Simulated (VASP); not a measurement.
Here is a VASP 6.6.1 calculation.

Contents of INCAR:

```
SYSTEM = Hg2RhN3
PREC = Accurate ; ENCUT = 520
EDIFF = 1E-6 ; ISMEAR = 0
SIGMA = 0.1409 ; LREAL = .False.
LASPH = .True. ; NELM = 80
ALGO = Normal ; ISIF = 2
LWAVE = .False. ; LCHARG = .True.
GGA = PE ; LELF = .True.
LVHAR = .True. ; NBANDS = 66
```

The input KPOINTS:

```
Automatic mesh
0
Gamma
  4 4 3
  0.5 0.5 0.5
```

Contents of POSCAR:

```
Hg2RhN3
1.0
    5.5368170000      0.0000000000      0.0000000000
    2.4875540000      5.2003170000      0.0000000000
    2.4130370000      0.9690280000      5.9000510000
Hg Rh N
4 2 6
Direct
    0.3431200000      0.0543600000      0.8048800000
    0.6568800000      0.9456400000      0.1951200000
    0.0839800000      0.6841600000      0.6707600000
    0.9160200000      0.3158400000      0.3292400000
    0.3598600000      0.5581800000      0.1836800000
    0.6401400000      0.4418200000      0.8163200000
    0.1290000000      0.8568000000      0.2391000000
    0.8710000000      0.1432000000      0.7609000000
    0.3090000000      0.4133000000      0.9924000000
    0.6910000000      0.5867000000      0.0076000000
    0.3997000000      0.3369000000      0.4122000000
    0.6003000000      0.6631000000      0.5878000000
```

Potentials or basis: VASP PAW PBE potentials, release 64 (Hg, Rh_pv, N).

Run with:

```console
$ cat potpaw_PBE.64/Hg/POTCAR potpaw_PBE.64/Rh_pv/POTCAR potpaw_PBE.64/N/POTCAR > POTCAR
$ mpirun -np 1 vasp_std > vasp.out
```

Problem. Predict the pressure.

Solution. 33.0 GPa.

Problem. What does it give for the band gap on the k mesh?

Solution. Zero (bands 54 and 55 overlap by 0.44 eV).

Stress tensor (GPa, compression positive):
```
25.01 -2.42 -1.26
-2.42 35.19 -0.40
-1.26 -0.40 38.81
```

Caveat: the stress differs along the axes, from 25 to 39 GPa; spin-orbit coupling is left out, which moves the levels of the heavy elements; forces of over 1 eV/Å act on the atoms, so gaps and moduli don't describe the material at rest.
